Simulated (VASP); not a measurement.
A run of VASP 6.6.1 is set up as follows.

Contents of INCAR:

```
  ALGO = Normal
  EDIFF = 1E-6
  ENCUT = 520
  ISIF = 2
  ISMEAR = 1
  LASPH = True
  LCHARG = True
  LELF = True
  LREAL = False
  LVHAR = True
  LWAVE = False
  NBANDS = 13
  NELM = 60
  PREC = Accurate
  SIGMA = 0.05
```

File KPOINTS:

```
k-points
0
Gamma
  6 6 6
```

File POSCAR:

```
SrMg
1.0
    4.0531255043      0.0000000000      0.0000000000
    0.0000000000      4.0531255043      0.0000000000
    0.0000000000      0.0000000000      4.0531255043
Sr Mg
1 1
Direct
    0.0000000000      0.0000000000      0.0000000000
    0.5000000000      0.5000000000      0.5000000000
```

Potentials or basis: VASP PAW LDA potentials, release 64 (Sr_sv, Mg).

Launch:

```sh
$ cat potpaw_LDA.64/Sr_sv/POTCAR potpaw_LDA.64/Mg/POTCAR > POTCAR
$ mpirun -np 1 vasp_std > vasp.out
```

What does it give for the pressure?

-0.2 GPa.

What does it give for the band gap on the k mesh?

Zero (band 6 reaches 2.84 eV, above the bottom of band 7 at 1.44 eV).
